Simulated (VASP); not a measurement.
Set up this calculation in VASP 6.6.1, as the native input.

* Task: single point
* Functional: PBE
* Potentials or basis: VASP PAW PBE potentials, release 64 (Rb_sv, Br)
* Cutoff: 520 eV
* k mesh: 7 × 7 × 7
* Occupations: fermi-dirac, width 0.28 eV
* Spin: no spin polarisation
* Dipole correction: no
* Further INCAR settings: ALGO = Normal; EDIFF = 1e-06; NBANDS = 15

The structure of RbBr lies in POSCAR:

```
RbBr
1.0
    0.0000000000      3.4275000000      3.4275000000
    3.4275000000      0.0000000000      3.4275000000
    3.4275000000      3.4275000000      0.0000000000
Rb Br
1 1
Direct
    0.0000000000      0.0000000000      0.0000000000
    0.5000000000      0.5000000000      0.5000000000
```

One way to write it, as run:

INCAR

```
PREC = Accurate ; ENCUT = 520
EDIFF = 1E-6 ; ISMEAR = -1
SIGMA = 0.28 ; LREAL = False
LASPH = True ; NELM = 80
ALGO = Normal ; ISIF = 2
LWAVE = False ; LCHARG = False
GGA = PE ; NBANDS = 15
```

KPOINTS

```
regular mesh
0
Gamma
  7 7 7
```

Potentials or basis: VASP PAW PBE potentials, release 64 (Rb_sv, Br).

Command:

```console
$ cat potpaw_PBE.64/Rb_sv/POTCAR potpaw_PBE.64/Br/POTCAR > POTCAR
$ mpirun -np 1 vasp_std > vasp.out
```

It gave:

```
Pressure               : 1.0 GPa
Band gap on the k mesh : 4.36 eV, direct
```

Wall time 46 s on 1 thread of Intel Xeon 8259CL, on a shared host, peak memory 0.21 GiB.
